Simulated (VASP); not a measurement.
# Na (P6_3/mmc) in VASP: a series of runs

Runs on Na. Level: PBEsol. Tasks: relaxation of cell and atoms.

Program: VASP 6.6.1. These are calculated values, not measurements. Logs are shortened: lines on timing, memory, paths and dates and some standing lists are left out, and cuts for length are marked.

## Step 1: The cell of the first run

It takes space group P6_3/mmc (No. 194, hexagonal). Conventional cell: a = 3.700 Å, b = 3.700 Å, c = 12.537 Å, α = 90.00°, β = 90.00°, γ = 120.00°. Na (site symmetry -6m2) has 12 Na at 3.70 to 3.79 Å within 4.9 Å. Na (site symmetry -3m) has 12 Na at 3.70 to 3.79 Å within 4.9 Å.

This isn't the form of Na at room conditions, which is bcc.

## Step 2: Relaxation of cell and atoms, PBEsol

File INCAR:

```
ALGO = Normal
EDIFF = 1E-6
EDIFFG = -0.005
ENCUT = 600
GGA = PS
IBRION = 2
ISIF = 3
ISMEAR = -1
LASPH = True
LCHARG = False
LREAL = False
LWAVE = False
NELM = 80
NSW = 80
PREC = Accurate
SIGMA = 0.05
```

File KPOINTS:

```
k-points
0
Gamma
  8 8 3
```

File POSCAR:

```
Na
1.0
    3.7003831212      0.0000000000      0.0000000000
   -1.8501915606      3.2046257867      0.0000000000
    0.0000000000      0.0000000000     12.5373215400
Na
4
Direct
    0.6666666667      0.3333333333      0.7500000000
    0.0000000000      0.0000000000      0.5000000000
    0.3333333333      0.6666666667      0.2500000000
    0.0000000000      0.0000000000      0.0000000000
```

Potentials or basis: VASP PAW PBE potentials, release 64 (Na_pv).

Command:

```console
cat potpaw_PBE.64/Na_pv/POTCAR > POTCAR
mpirun -np 1 vasp_std > vasp.out
```

OUTCAR:

```text
EDIFF = 1E-6
   EDIFFG = -0.005
   ENCUT = 600
   GGA = PS
   IBRION = 2
   ISIF = 3
   ISMEAR = -1
   LASPH = True
   LREAL = False
   NELM = 80
   NSW = 80
   PREC = Accurate

 ion  position               nearest neighbor table
   1  0.667  0.333  0.750-
   2  0.000  0.000  0.500-
   3  0.333  0.667  0.250-
   4  0.000  0.000  0.000-

  LATTYP: Found a hexagonal cell.
 ALAT       =     3.7003831212
 C/A-ratio  =     3.3881144545

  Lattice vectors:

 A1 = (   3.7003831212,   0.0000000000,   0.0000000000)
 A2 = (  -1.8501915606,   3.2046257867,   0.0000000000)
 A3 = (   0.0000000000,   0.0000000000,  12.5373215400)

Analysis of symmetry for initial positions (statically):
=====================================================================
 Subroutine PRICEL returns:
 Original cell was already a primitive cell.

 Routine SETGRP: Setting up the symmetry group for a
 hexagonal supercell.

 Subroutine GETGRP returns: Found 24 space group operations
 (whereof 12 operations were pure point group operations)
 out of a pool of 24 trial point group operations.

The static configuration has the point symmetry D_3d.
 The point group associated with its full space group is D_6h.

Analysis of symmetry for dynamics (positions and initial velocities):
=====================================================================
 Subroutine PRICEL returns:
 Original cell was already a primitive cell.

 Routine SETGRP: Setting up the symmetry group for a
 hexagonal supercell.

 Subroutine GETGRP returns: Found 24 space group operations
 (whereof 12 operations were pure point group operations)
 out of a pool of 24 trial point group operations.

The dynamic configuration has the point symmetry D_3d.
 The point group associated with its full space group is D_6h.

 Subroutine INISYM returns: Found 24 space group operations
 (whereof 12 operations are pure point group operations),
 and found     1 'primitive' translations

----------------------------------------------------------------------------------------

                                     Primitive cell

  volume of cell :     148.6719

  direct lattice vectors                    reciprocal lattice vectors
     3.700383121  0.000000000  0.000000000     0.270242288  0.156024458  0.000000000
    -1.850191561  3.204625787  0.000000000     0.000000000  0.312048915  0.000000000
     0.000000000  0.000000000 12.537321540     0.000000000  0.000000000  0.079761853

  length of vectors
     3.700383121  3.700383121 12.537321540     0.312048915  0.312048915  0.079761853

  position of ions in fractional coordinates (direct lattice)
     0.666666667  0.333333333  0.750000000
     0.000000000  0.000000000  0.500000000
     0.333333333  0.666666667  0.250000000
     0.000000000  0.000000000  0.000000000

  ion indices of the primitive-cell ions
   primitive index   ion index
                 1           1
                 2           2
                 3           3
                 4           4

----------------------------------------------------------------------------------------

 KPOINTS: k-points

Automatic generation of k-mesh.
 Grid dimensions read from file:
 generate k-points for:    8    8    3

 Generating k-lattice:

  Cartesian coordinates                     Fractional coordinates (reciprocal lattice)
     0.033780286  0.019503057  0.000000000     0.125000000 -0.000000000  0.000000000
     0.000000000  0.039006114  0.000000000     0.000000000  0.125000000  0.000000000
     0.000000000  0.000000000  0.026587284     0.000000000  0.000000000  0.333333333

  Length of vectors
     0.039006114  0.039006114  0.026587284

  Shift w.r.t. Gamma in fractional coordinates (k-lattice)
     0.000000000  0.000000000  0.000000000

 Subroutine IBZKPT returns following result:
 ===========================================

 Found     20 irreducible k-points:

 Following reciprocal coordinates:
            Coordinates               Weight
  0.000000  0.000000  0.000000      1.000000
  0.125000  0.000000  0.000000      6.000000
  0.250000  0.000000  0.000000      6.000000
  0.375000 -0.000000  0.000000      6.000000
  0.500000  0.000000  0.000000      3.000000
  0.125000  0.125000  0.000000      6.000000
[... 12 lines left out ...]
  0.250000  0.250000  0.333333     12.000000
  0.375000  0.250000  0.333333     12.000000
   k-points           NKPTS =     20   k-points in BZ     NKDIM =     20   number of bands    NBANDS=     18
   number of dos      NEDOS =    301   number of ions     NIONS =      4
   total plane-waves  NPLWV =  90000
   dimension x,y,z NGX =    30 NGY =   30 NGZ =  100
   dimension x,y,z NGXF=    60 NGYF=   60 NGZF=  200
   ions per type =               4
   NGX,Y,Z   is equivalent  to a cutoff of  13.48, 13.48, 13.26 a.u.
   NGXF,Y,Z  is equivalent  to a cutoff of  26.96, 26.96, 26.52 a.u.
 SYSTEM =  unknown system
   PREC   = accura    normal or accurate (medium, high low for compatibility)
   ISTART =      0    job   : 0-new  1-cont  2-samecut
   ICHARG =      2    charge: 1-file 2-atom 10-const
   ISPIN  =      1    spin polarized calculation?
   LNONCOLLINEAR =      F non collinear calculations
   LSORBIT =      F    spin-orbit coupling
   LASPH  =      T    aspherical Exc in radial PAW
   ENCUT  =  600.0 eV  44.10 Ry    6.64 a.u.   7.39  7.39 25.04*2*pi/ulx,y,z
   NELM   =     80;   NELMIN=  2; NELMDL= -5     # of ELM steps
   EDIFF  = 0.1E-05   stopping-criterion for ELM
   LREAL  =      F    real-space projection
   EDIFFG = -.5E-02   stopping-criterion for IOM
   NSW    =     80    number of steps for IOM
   IBRION =      2    ionic relax: 0-MD 1-quasi-New 2-CG
   NFREE  =      1    steps in history (QN), initial steepest desc. (CG)
   ISIF   =      3    stress and relaxation
   ISYM   =      2    0-nonsym 1-usesym 2-fastsym
   POTIM  = 0.5000    time-step for ionic-motion
   TEBEG  =    0.0;   TEEND  =   0.0 temperature during run
   PSTRESS=    0.0 pullay stress
   NELECT =      28.0000    total number of electrons
   NUPDOWN=      -1.0000    fix difference up-down
   EMIN   =  10.00;   EMAX   =-10.00  energy-range for DOS
   EFERMI =   0.00;   METHOD = LEGACY
   ISMEAR =    -1;   SIGMA  =   0.05  broadening in eV -4-tet -1-fermi 0-gaus
   EFERMI_NEDOS =   21; number of points for ismear=-14 and -15
   IALGO  =     38    algorithm
   IMIX   =      4    mixing-type and parameters
     AMIX     =   0.40;   BMIX     =  1.00
     AMIX_MAG =   1.60;   BMIX_MAG =  1.00
  volume/ion in A,a.u.               =      37.17       250.82
  Fermi-wavevector in a.u.,A,eV,Ry     =   0.938393  1.773305 11.981028  0.880581
  Thomas-Fermi vector in A             =   2.065600
   LORBIT       =      0    0 simple, 1 ext, 2 COOP (PROOUT), +10 PAW based schemes
   GGA     = PS    functional components
   LHFCALC =     F    Hartree Fock is set to
   AEXX    =    0.0000 exact exchange contribution
   IVDW    =     0    specifies the selected vdW correction
   LEPSILON=     F    determine dielectric tensor
   LRPA    =     F    only Hartree local field effects (RPA)
 conjugate gradient relaxation of ions
 non-spin polarized calculation
  energy-cutoff  :      600.00
  volume of cell :      148.67
 maximum number of plane-waves:      5024
 NGX is ok and might be reduce to    30
   NGX = 15   NGY = 15   NGZ = 51

--------------------------------------- Ionic step        1  -------------------------------------------

 number of electron      27.9999992 magnetization

 Free energy of the ion-electron system (eV)
  ---------------------------------------------------
  ext. energy  EPLUGINS =         0.00000000
  ---------------------------------------------------
  free energy    TOTEN  =        -5.58534395 eV

  energy without entropy =       -5.56719662  energy(sigma->0) =       -5.57627028

------------------------ aborting loop because EDIFF is reached ----------------------------------------

  FORCE on cell =-STRESS in cart. coord.  units (eV):
  Direction    XX          YY          ZZ          XY          YZ          ZX
  --------------------------------------------------------------------------------------
  -------------------------------------------------------------------------------------
  Total        0.1583130      0.1583130     -0.7323593      0.0000000     -0.0000000      0.0000000
  in kB        1.7060763      1.7060763     -7.8923439      0.0000000     -0.0000000      0.0000000
  external PRESSURE =      -1.4933971 kB  Pullay stress =       0.0000000 kB

 VOLUME and BASIS-vectors are now :
 -----------------------------------------------------------------------------
  energy-cutoff  :      600.00
  volume of cell :      148.67
      direct lattice vectors                 reciprocal lattice vectors
     3.700383121  0.000000000  0.000000000     0.270242288  0.156024458  0.000000000
    -1.850191561  3.204625787  0.000000000     0.000000000  0.312048915  0.000000000
     0.000000000  0.000000000 12.537321540     0.000000000  0.000000000  0.079761853
[... 229 lines left out ...]
 POSITION                                       TOTAL-FORCE (eV/Angst)
 -----------------------------------------------------------------------------------
      1.86833      1.07868      8.97655         0.000000     -0.000000     -0.000000
     -1.86833      3.23604      5.98437         0.000000      0.000000      0.000000
     -0.00000      2.15736      2.99218        -0.000000      0.000000      0.000000
     -1.86833      3.23604      0.00000         0.000000      0.000000      0.000000
 -----------------------------------------------------------------------------------
    total drift:                               -0.000000      0.000000     -0.000000

  FREE ENERGIE OF THE ION-ELECTRON SYSTEM (eV)
  ---------------------------------------------------
  free  energy   TOTEN  =        -5.6048870738 eV

  energy  without entropy=       -5.5912055353  energy(sigma->0) =       -5.59804630

--------------------------------------- Ionic step        8  -------------------------------------------

 number of electron      28.0000034 magnetization

 Free energy of the ion-electron system (eV)
  ---------------------------------------------------
  ext. energy  EPLUGINS =         0.00000000
  ---------------------------------------------------
  free energy    TOTEN  =        -5.60494245 eV

  energy without entropy =       -5.59124677  energy(sigma->0) =       -5.59809461

 E-fermi :   0.3633     XC(G=0):  -6.5595

 val. band max:        0.2070117543   @ k =   0.2500   0.2500   0.3333
 cond. band min:       0.4218164042   @ k =   0.3750   0.1250   0.3333
 fundamental gap:      0.2148046500
 Fermi energy:         0.3632676927

 k-point     1 :       0.0000    0.0000    0.0000
  band No.  band energies     occupation
      1     -24.4364      2.00000
      2     -24.4166      2.00000
      3     -24.4160      2.00000
      4     -24.4012      2.00000
      5     -24.4012      2.00000
      6     -24.3983      2.00000
[... 10 lines left out ...]
     17       1.4819      0.00000
     18       6.1862      0.00000
[... 419 lines left out ...]
 POSITION                                       TOTAL-FORCE (eV/Angst)
 -----------------------------------------------------------------------------------
      1.87005      1.07967      8.97911         0.000000     -0.000000     -0.000000
     -0.00000     -0.00000      5.98607         0.000000     -0.000000     -0.000000
     -0.00000      2.15935      2.99304        -0.000000      0.000000      0.000000
     -0.00000     -0.00000     11.97215         0.000000      0.000000     -0.000000
 -----------------------------------------------------------------------------------
    total drift:                               -0.000000      0.000000      0.000000

  FREE ENERGIE OF THE ION-ELECTRON SYSTEM (eV)
  ---------------------------------------------------
  free  energy   TOTEN  =        -5.6049424456 eV

  energy  without entropy=       -5.5912467693  energy(sigma->0) =       -5.59809461

 reached required accuracy - stopping structural energy minimisation
```

Run time: 2 min. Hardware: 1 thread of AMD EPYC 9R45 (Zen 5), shared host; peak memory 0.26 GiB.

What came out:

```yaml
Free_energy: -5.6049 eV
Relaxed_volume: 36.26 Å³/atom
Relaxed_cell: a = 3.740 Å, b = 3.740 Å, c = 11.972 Å, α = 90.00°, β = 90.00°, γ = 120.00°
Space_group_after_relaxing_to_0.1_Å: P6_3/mmc (No. 194)
Energy_gained_by_relaxing: 4.9 meV/atom
Ionic_steps: 8
Pressure_after_relaxing: 0.0 GPa
Band_gap_on_the_k_mesh: zero (bands 14 and 15 overlap by 3.27 eV)
```

The path:
```tsv
step	energy change (eV)	largest force (eV/Å)	pressure (GPa)	volume (Å³)
1	0.0000	0.0000	-0.15	148.67
2	-0.0065	0.0000	-0.12	147.92
3	-0.0176	0.0000	-0.03	145.90
4	-0.0109	0.0000	0.22	141.68
5	-0.0194	0.0000	0.05	144.32
6	-0.0195	0.0000	0.03	144.64
7	-0.0195	0.0000	0.03	144.73
8	-0.0196	0.0000	0.01	145.03
```

Final structure:
```yaml
crystal:
  lattice:
    - [3.74010, 0.00000, 0.00000]
    - [-1.87005, 3.23902, 0.00000]
    - [0.00000, 0.00000, 11.97215]
  atoms:
    - { symbol: Na, position: [0.66667, 0.33333, 0.75000] }
    - { symbol: Na, position: [0.00000, 0.00000, 0.50000] }
    - { symbol: Na, position: [0.33333, 0.66667, 0.25000] }
    - { symbol: Na, position: [0.00000, 0.00000, 0.00000] }
```

Caveat: the PAW data sets were made with another functional, which shifts forces and pressure a little.

[end of part 1 of 2]
